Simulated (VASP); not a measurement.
Runs of VASP 6.6.1 on FeSi2. The structure is that of space group P4/mmm (No. 123), or close to it. The cells are those of the table. 

```tsv
task	cell	k mesh	cutoff (eV)	gap on the mesh (eV)	pressure (GPa)	largest force (eV/Å)
single point	a = 2.582, b = 2.582, c = 4.991 Å, 3 atoms	16 × 16 × 8	520	none	23.4	0.03
single point	a = 2.614, b = 2.614, c = 5.031 Å, 3 atoms	16 × 16 × 8	520	none	(b)	0.03
single point	a = 2.504, b = 2.504, c = 4.895 Å, 3 atoms	16 × 16 × 10	520	none	51.2	(a)
single point	a = 2.646, b = 2.646, c = 5.069 Å, 3 atoms	16 × 16 × 8	520	none	6.9	0.02
relaxation of cell and atoms	relaxed from a = 2.684, b = 2.684, c = 5.128 Å, 3 atoms	16 × 16 × 8	600	none	0.0	-
```

Alike in all rows: level PBEsol; potentials or basis VASP PAW PBE potentials, release 64 (Fe, Si); no spin polarisation; smearing gaussian 0.1 eV.

Problem. Estimate the missing entries.

Solution. (a) 0.05; (b) 14.4.

Caveats: the PAW data sets were made with another functional, which shifts forces and pressure a little.

A gap of «none» marks levels without a gap at the run's occupations.
